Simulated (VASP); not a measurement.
# HfSi53 (a cell with a defect) in VASP: single point with PBE

Aim: the single point of HfSi53 (a cell with a defect) with PBE.

All numbers are computed with VASP 6.6.1; they aren't measurements. Logs are shortened: lines on timing, memory, paths and dates and some standing lists are left out, and cuts for length are marked.

### Step 1. The cell of the first run

The cell holds a defect, 54 atoms: a = 11.604 Å, b = 11.604 Å, c = 11.604 Å, α = 60.00°, β = 60.00°, γ = 60.00°.

### Step 2. Single point, PBE, collinear spin

Contents of INCAR:

```
SYSTEM = HfSi53
PREC = Accurate
ENCUT = 520
EDIFF = 1E-7
ISMEAR = 0
SIGMA = 0.01
LREAL = Auto
LASPH = .True.
NELM = 150
ALGO = Normal
ISIF = 2
LWAVE = .False.
LCHARG = .False.
ISPIN = 2
MAGMOM = 0.2 0 0 0 0 0 0 0 0 0 0 0 0 0 0 0 0 0 0 0 0 0 0 0 0 0 0 0.2 0 0 0 0 0 0 0 0 0 0 0 0 0 0 0 0 0 0.2 0.2 0 0.2 0 0 0 0 0
LORBIT = 11
LMAXMIX = 4
GGA = PE
NELECT = 223.0
NBANDS = 148
```

Contents of KPOINTS:

```
regular mesh
0
Gamma
  1 1 1
  0 0 0
```

Contents of POSCAR:

```
HfSi53
1.0
   -8.2051404885     -8.2051404885      0.0000000000
   -8.2051404885      0.0000000000     -8.2051404885
    0.0000000000     -8.2051404885     -8.2051404885
Hf Si
1 53
Direct
    0.5833333333      0.5833333333      0.5833333333
    0.2493190470      0.5822428236      0.5822428236
    0.9195286391      0.5822428236      0.5822428236
    0.5822428236      0.2493190470      0.5822428236
    0.2499998619      0.2499998619      0.5833337477
    0.9195286391      0.2493190470      0.5822428236
    0.5822428236      0.9195286391      0.5822428236
    0.2493190470      0.9195286391      0.5822428236
    0.9165890565      0.9165890565      0.5835661638
    0.5822428236      0.5822428236      0.2493190470
    0.2499998619      0.5833337477      0.2499998619
    0.9195286391      0.5822428236      0.2493190470
    0.5833337477      0.2499998619      0.2499998619
    0.2499998619      0.2499998619      0.2499998619
    0.9167005331      0.2499661336      0.2499661336
    0.5822428236      0.9195286391      0.2493190470
    0.2499661336      0.9167005331      0.2499661336
    0.9167005331      0.9167005331      0.2499661336
    0.5822428236      0.5822428236      0.9195286391
    0.2493190470      0.5822428236      0.9195286391
    0.9165890565      0.5835661638      0.9165890565
    0.5822428236      0.2493190470      0.9195286391
    0.2499661336      0.2499661336      0.9167005331
    0.9167005331      0.2499661336      0.9167005331
    0.5835661638      0.9165890565      0.9165890565
    0.2499661336      0.9167005331      0.9167005331
    0.9165890565      0.9165890565      0.9165890565
    0.6740721946      0.6740721946      0.3111167495
    0.3331300648      0.6671432023      0.3331300648
    0.9999300014      0.6671432023      0.3331300648
    0.6671432023      0.3331300648      0.3331300648
    0.3333333333      0.3333333333      0.3333333333
    0.9999300014      0.3331300648      0.3331300648
    0.6671432023      0.9999300014      0.3331300648
    0.3331300648      0.9999300014      0.3331300648
    0.9998677303      0.9998677303      0.3337301424
    0.6655796444      0.6655796444      0.0010870223
    0.3331300648      0.6671432023     -0.0000699986
    1.0010870223      0.6655796444      0.0010870223
    0.6671432023      0.3331300648     -0.0000699986
    0.3331300648      0.3331300648     -0.0000699986
    0.9998677303      0.3337301424     -0.0001322697
    0.6655796444      1.0010870223      0.0010870223
    0.3337301424      0.9998677303     -0.0001322697
    0.9998677303      0.9998677303     -0.0001322697
    0.6740721946      0.6740721946      0.6740721946
    0.3111167495      0.6740721946      0.6740721946
    1.0010870223      0.6655796444      0.6655796444
    0.6740721946      0.3111167495      0.6740721946
    0.3331300648      0.3331300648      0.6671432023
    0.9999300014      0.3331300648      0.6671432023
    0.6655796444      1.0010870223      0.6655796444
    0.3331300648      0.9999300014      0.6671432023
    1.0010870223      1.0010870223      0.6655796444
```

Potentials or basis: VASP PAW PBE potentials, release 64 (Hf_pv, Si).

Started as:

```console
$ cat potpaw_PBE.64/Hf_pv/POTCAR potpaw_PBE.64/Si/POTCAR > POTCAR
$ mpirun -np 1 vasp_gam > vasp.out
```

OUTCAR:

```text
SYSTEM = HfSi53
   PREC = Accurate
   ENCUT = 520
   EDIFF = 1E-7
   ISMEAR = 0
   LREAL = Auto
   LASPH = .True.
   NELM = 150
   ISIF = 2
   ISPIN = 2
   LORBIT = 11
   GGA = PE
   NELECT = 223.0

 ion  position               nearest neighbor table
   1  0.583  0.583  0.583-  28 2.58  47 2.58  49 2.58  46 2.58
   2  0.249  0.582  0.582-  47 2.33  48 2.35  29 2.36  50 2.36
   3  0.920  0.582  0.582-  46 2.33  48 2.35  30 2.36  51 2.36
   4  0.582  0.249  0.582-  49 2.33  52 2.35  50 2.36  31 2.36
   5  0.250  0.250  0.583-  32 2.37  50 2.37  51 2.37  53 2.37
   6  0.920  0.249  0.582-  49 2.33  54 2.35  33 2.36  51 2.36
[... 46 lines left out ...]
  53  0.333  1.000  0.667-   7 2.36   8 2.36  26 2.36   5 2.37
  54  0.001  0.001  0.666-   6 2.35   8 2.35  27 2.38   9 2.38

  LATTYP: Found a face centered cubic cell.
 ALAT       =    16.4102809770

  Lattice vectors:

 A1 = (  -8.2051404885,  -8.2051404885,   0.0000000000)
 A2 = (  -8.2051404885,   0.0000000000,  -8.2051404885)
 A3 = (   0.0000000000,  -8.2051404885,  -8.2051404885)

Analysis of symmetry for initial positions (statically):
=====================================================================
 Subroutine PRICEL returns:
 Original cell was already a primitive cell.

 Routine SETGRP: Setting up the symmetry group for a
 face centered cubic supercell.

 Subroutine GETGRP returns: Found 24 space group operations
 (whereof  6 operations were pure point group operations)
 out of a pool of 48 trial point group operations.

The static configuration has the point symmetry C_3v.
 The point group associated with its full space group is T_d .

Analysis of symmetry for dynamics (positions and initial velocities):
=====================================================================
 Subroutine PRICEL returns:
 Original cell was already a primitive cell.

 Routine SETGRP: Setting up the symmetry group for a
 face centered cubic supercell.

 Subroutine GETGRP returns: Found 24 space group operations
 (whereof  6 operations were pure point group operations)
 out of a pool of 48 trial point group operations.

The dynamic configuration has the point symmetry C_3v.
 The point group associated with its full space group is T_d .

Analysis of structural, dynamic, and magnetic symmetry:
=====================================================================
 Subroutine PRICEL returns:
 Original cell was already a primitive cell.

 Routine SETGRP: Setting up the symmetry group for a
 face centered cubic supercell.

 Subroutine GETGRP returns: Found 24 space group operations
 (whereof  6 operations were pure point group operations)
 out of a pool of 48 trial point group operations.

The overall configuration has the point symmetry C_3v.
 The point group associated with its full space group is T_d .

 Subroutine INISYM returns: Found 24 space group operations
 (whereof  6 operations are pure point group operations),
 and found     1 'primitive' translations

----------------------------------------------------------------------------------------

                                     Primitive cell

  volume of cell :    1104.8112

  direct lattice vectors                    reciprocal lattice vectors
    -8.205140488 -8.205140488  0.000000000    -0.060937409 -0.060937409  0.060937409
    -8.205140488  0.000000000 -8.205140488    -0.060937409  0.060937409 -0.060937409
     0.000000000 -8.205140488 -8.205140488     0.060937409 -0.060937409 -0.060937409

  length of vectors
    11.603820960 11.603820960 11.603820960     0.105546688  0.105546688  0.105546688

  position of ions in fractional coordinates (direct lattice)
     0.583333333  0.583333333  0.583333333
     0.249319047  0.582242824  0.582242824
     0.919528639  0.582242824  0.582242824
     0.582242824  0.249319047  0.582242824
     0.249999862  0.249999862  0.583333748
     0.919528639  0.249319047  0.582242824
[... 46 lines left out ...]
     0.333130065  0.999930001  0.667143202
     0.001087022  0.001087022  0.665579644

  ion indices of the primitive-cell ions
   primitive index   ion index
                 1           1
                 2           2
                 3           3
[... 91 lines left out ...]
   ISTART =      0    job   : 0-new  1-cont  2-samecut
   ICHARG =      2    charge: 1-file 2-atom 10-const
   ISPIN  =      2    spin polarized calculation?
   LNONCOLLINEAR =      F non collinear calculations
   LSORBIT =      F    spin-orbit coupling
   LASPH  =      T    aspherical Exc in radial PAW
   ENCUT  =  520.0 eV  38.22 Ry    6.18 a.u.  21.58 21.58 21.58*2*pi/ulx,y,z
   NELM   =    150;   NELMIN=  2; NELMDL= -5     # of ELM steps
   EDIFF  = 0.1E-06   stopping-criterion for ELM
   LREAL  =      T    real-space projection
   EDIFFG = 0.1E-05   stopping-criterion for IOM
   NSW    =      0    number of steps for IOM
   IBRION =     -1    ionic relax: 0-MD 1-quasi-New 2-CG
   NFREE  =      0    steps in history (QN), initial steepest desc. (CG)
   ISIF   =      2    stress and relaxation
   ISYM   =      2    0-nonsym 1-usesym 2-fastsym
   POTIM  = 0.5000    time-step for ionic-motion
   TEBEG  =    0.0;   TEEND  =   0.0 temperature during run
   PSTRESS=    0.0 pullay stress
   NELECT =     223.0000    total number of electrons
   NUPDOWN=      -1.0000    fix difference up-down
   EMIN   =  10.00;   EMAX   =-10.00  energy-range for DOS
   EFERMI =   0.00;   METHOD = LEGACY
   ISMEAR =     0;   SIGMA  =   0.01  broadening in eV -4-tet -1-fermi 0-gaus
   EFERMI_NEDOS =   21; number of points for ismear=-14 and -15
   IALGO  =     38    algorithm
   IMIX   =      4    mixing-type and parameters
     AMIX     =   0.40;   BMIX     =  1.00
     AMIX_MAG =   1.60;   BMIX_MAG =  1.00
  volume/ion in A,a.u.               =      20.46       138.07
  Fermi-wavevector in a.u.,A,eV,Ry     =   0.960315  1.814732 12.547362  0.922205
  Thomas-Fermi vector in A             =   2.089589
   LORBIT       =     11    0 simple, 1 ext, 2 COOP (PROOUT), +10 PAW based schemes
   GGA     = PE    functional components
   LHFCALC =     F    Hartree Fock is set to
   AEXX    =    0.0000 exact exchange contribution
   IVDW    =     0    specifies the selected vdW correction
   LEPSILON=     F    determine dielectric tensor
   LRPA    =     F    only Hartree local field effects (RPA)
 spin polarized calculation
 Gauss-broadening in eV      SIGMA  =   0.01
  energy-cutoff  :      520.00
  volume of cell :     1104.81
 maximum number of plane-waves:     14814
 NGX is ok and might be reduce to    90
   NGX = 43   NGY = 43   NGZ = 43

 number of electron     223.0000014 magnetization       1.0000000

 Free energy of the ion-electron system (eV)
  ---------------------------------------------------
  ext. energy  EPLUGINS =         0.00000000
  ---------------------------------------------------
  free energy    TOTEN  =      -274.61551976 eV

  energy without entropy =     -274.60987786  energy(sigma->0) =     -274.61269881

 E-fermi :   6.1709     XC(G=0):  -9.3370

 val. band max:        6.1709367795   @ k =   0.0000   0.0000   0.0000
 cond. band min:       6.1709384508   @ k =   0.0000   0.0000   0.0000
 fundamental gap:      0.0000016713
 Fermi energy:         6.1709376152

 spin component 1

 k-point     1 :       0.0000    0.0000    0.0000
  band No.  band energies     occupation
      1     -24.5417      1.00000
      2     -24.5417      1.00000
      3     -24.5417      1.00000
      4      -6.1636      1.00000
      5      -4.8611      1.00000
      6      -4.8611      1.00000
[... 115 lines left out ...]
    122       7.1096      0.00000
    123       7.1522      0.00000
 Fermi energy:         6.1709376152

 spin component 2

 k-point     1 :       0.0000    0.0000    0.0000
  band No.  band energies     occupation
      1     -24.4490      1.00000
      2     -24.4490      1.00000
      3     -24.4490      1.00000
      4      -6.1492      1.00000
      5      -4.8472      1.00000
      6      -4.8472      1.00000
[... 115 lines left out ...]
    122       7.1414      0.00000
    123       7.1800      0.00000
 [bands above 123 left out]

------------------------ aborting loop because EDIFF is reached ----------------------------------------

  FORCE on cell =-STRESS in cart. coord.  units (eV):
  Direction    XX          YY          ZZ          XY          YZ          ZX
  --------------------------------------------------------------------------------------
  -------------------------------------------------------------------------------------
  Total       25.5910334     25.5910334     25.5910334      0.0000000     -0.0000000      0.0000000
  in kB       37.1116570     37.1116570     37.1116570      0.0000000     -0.0000000      0.0000000
  external PRESSURE =      37.1116570 kB  Pullay stress =       0.0000000 kB

 VOLUME and BASIS-vectors are now :
 -----------------------------------------------------------------------------
  energy-cutoff  :      520.00
  volume of cell :     1104.81
      direct lattice vectors                 reciprocal lattice vectors
    -8.205140488 -8.205140488  0.000000000    -0.060937409 -0.060937409  0.060937409
    -8.205140488  0.000000000 -8.205140488    -0.060937409  0.060937409 -0.060937409
     0.000000000 -8.205140488 -8.205140488     0.060937409 -0.060937409 -0.060937409

 POSITION                                       TOTAL-FORCE (eV/Angst)
 -----------------------------------------------------------------------------------
     -9.57266     -9.57266     -9.57266         0.000000     -0.000000      0.000000
     -6.82308     -6.82308     -9.55477        -0.002875     -0.002875     -0.008264
    -12.32225    -12.32225     -9.55477         0.002875      0.002875     -0.008264
     -6.82308     -9.55477     -6.82308        -0.002875     -0.008264     -0.002875
     -4.10257     -6.83762     -6.83762        -0.001594      0.001594      0.001594
     -9.59056    -12.32225     -6.82308         0.008264      0.002875     -0.002875
[... 46 lines left out ...]
    -10.93795     -8.20738    -13.67857         0.002016     -0.002016      0.000168
     -0.01784     -5.47009     -5.47009        -0.006034     -0.000000      0.000000
 -----------------------------------------------------------------------------------
    total drift:                                0.000002      0.000002      0.000002

  FREE ENERGIE OF THE ION-ELECTRON SYSTEM (eV)
  ---------------------------------------------------
  free  energy   TOTEN  =      -274.6155197602 eV

  energy  without entropy=     -274.6098778644  energy(sigma->0) =     -274.61269881

 total charge

# of ion       s       p       d       tot
------------------------------------------
    1        0.373   6.243   1.754   8.370
    2        0.727   0.971   0.000   1.698
    3        0.727   0.971   0.000   1.698
    4        0.727   0.971   0.000   1.698
    5        0.718   0.973   0.000   1.690
    6        0.727   0.971   0.000   1.698
[... 46 lines left out ...]
   53        0.720   0.973   0.000   1.694
   54        0.734   0.954   0.000   1.688
--------------------------------------------------
tot         38.779  57.805   1.754  98.338

 magnetization (x)

# of ion       s       p       d       tot
------------------------------------------
    1        0.003   0.005   0.147   0.154
    2        0.004   0.001   0.000   0.005
    3        0.004   0.001   0.000   0.005
    4        0.004   0.001   0.000   0.005
    5       -0.000   0.002   0.000   0.002
    6        0.004   0.001   0.000   0.005
[... 46 lines left out ...]
   53        0.002   0.002   0.000   0.004
   54       -0.000   0.001   0.000   0.001
--------------------------------------------------
tot          0.074   0.063   0.147   0.284
```

Wall time 31 min (1 thread of Intel Xeon 8259CL, shared host); peak memory 1.7 GiB.

Results:

```yaml
Free_energy: -274.6155 eV
Largest_force: 0.015 eV/Å
Net_moment: 1.00 μB per cell
Site_moments: Hf +0.15; Si +0.01, +0.00, -0.00 (each value once) μB
Valence_electrons_inside_the_program's_atomic_spheres: Hf 8.37; Si 1.70, 1.69, 1.75 (each value once)
```

Forces in eV/Å, atoms in the order of the input:
```
Hf   0.000  0.000  0.000
Si  -0.003 -0.003 -0.008
Si   0.003  0.003 -0.008
Si  -0.003 -0.008 -0.003
Si  -0.002  0.002  0.002
Si   0.008  0.003 -0.003
Si   0.003 -0.008  0.003
Si   0.008 -0.003  0.003
Si  -0.002  0.002  0.002
Si  -0.008 -0.003 -0.003
Si   0.002 -0.002  0.002
Si   0.003  0.008 -0.003
Si   0.002  0.002 -0.002
Si  -0.002 -0.002 -0.002
Si   0.000  0.000  0.000
Si   0.003 -0.003  0.008
Si   0.000  0.000  0.000
Si   0.000  0.000  0.000
Si  -0.008  0.003  0.003
Si  -0.003  0.008  0.003
Si   0.002 -0.002  0.002
Si  -0.003  0.003  0.008
Si   0.000  0.000  0.000
Si   0.000  0.000  0.000
Si   0.002  0.002 -0.002
Si   0.000  0.000  0.000
Si  -0.002 -0.002 -0.002
Si  -0.009  0.009  0.009
Si  -0.002  0.000 -0.002
Si   0.000  0.002 -0.002
Si  -0.002 -0.002  0.000
Si   0.000  0.000  0.000
Si   0.002  0.002  0.000
Si   0.000 -0.002  0.002
Si   0.002  0.000  0.002
Si   0.004 -0.004 -0.004
Si   0.006  0.000  0.000
Si  -0.002  0.002  0.000
Si   0.000 -0.006  0.000
Si  -0.002  0.000  0.002
Si   0.000  0.002  0.002
Si  -0.004  0.004 -0.004
Si   0.000  0.000 -0.006
Si  -0.004 -0.004  0.004
Si   0.004  0.004  0.004
Si  -0.009 -0.009 -0.009
Si   0.009  0.009 -0.009
Si   0.000  0.000  0.006
Si   0.009 -0.009  0.009
Si   0.000 -0.002 -0.002
Si   0.002  0.000 -0.002
Si   0.000  0.006  0.000
Si   0.002 -0.002  0.000
Si  -0.006  0.000  0.000
```

Caveat: the k points lie up to 0.66 Å⁻¹ apart; the cell carries a net charge on a neutralising background, which shifts energy and pressure; the cell is charged against a uniform background, so pressure and absolute levels hang on convention; spin-orbit coupling is left out, which moves the levels of the heavy elements.
